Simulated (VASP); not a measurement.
The system is LiCl.

```
CELL_PARAMETERS angstrom
0.00000 2.61507 2.61507
2.61507 0.00000 2.61507
2.61507 2.61507 0.00000
ATOMIC_POSITIONS crystal
Cl 0.50000 0.50000 0.50000
Li 0.00000 0.00000 0.00000
```

Base run:

```yaml
Program: VASP 6.6.1
Functional: PBEsol
Potentials_or_basis: VASP PAW PBE potentials, release 64 (Cl, Li_sv)
Cutoff: 520 eV
k_mesh: 9 × 9 × 9
Occupations: fermi-dirac, width 0.05 eV
Spin: no spin polarisation
```

Its results: band gap on the k mesh 5.82 eV, direct.

Task: The run is repeated on the same cell with these changes: functional from PBEsol to PBE; further incar settings from ALGO = Normal; EDIFF = 1e-07; NBANDS = 12 to ALGO = Normal; EDIFF = 1e-06; NBANDS = 12. What comes out?

Result: Band gap on the k mesh 6.02 eV, direct.

A k mesh can miss the band edges.
